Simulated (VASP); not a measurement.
Ni, 1 atom in the cell. The structure is cubic, space group Fm-3m (No. 225). Conventional cell: a = 3.518 Å, b = 3.518 Å, c = 3.518 Å, α = 90.00°, β = 90.00°, γ = 90.00°. Within 3.3 Å of Ni (site symmetry m-3m) lie 12 Ni at 2.49 Å. 

- Program: VASP 6.6.1
- Task: single point
- Functional: PBE
- Potentials or basis: VASP PAW PBE potentials, release 64 (Ni)
- Cutoff: 520 eV
- k mesh: 18 × 18 × 18
- Occupations: gaussian, width 0.1 eV
- Spin: collinear spin, ferromagnetic start
- Starting moments: [0.81] μB
- Dipole correction: no
- Further INCAR settings: ALGO = Normal; EDIFF = 1e-07; NBANDS = 15

Potentials or basis: VASP PAW PBE potentials, release 64 (Ni).

Launch:

```sh
$ cat potpaw_PBE.64/Ni/POTCAR > POTCAR
$ mpirun -np 1 vasp_std > vasp.out
```

Hardware: 1 thread of Intel(R) Xeon(R) Platinum 8375C CPU @ 2.90GHz (Ice Lake) (shared host).

Problem. How long does it take, and how much memory?

Solution. Run time: 36 s on 1 thread of Intel(R) Xeon(R) Platinum 8375C CPU @ 2.90GHz (Ice Lake), on a shared host, peak memory 0.16 GiB. Counts: scf iterations 13, k points 195.
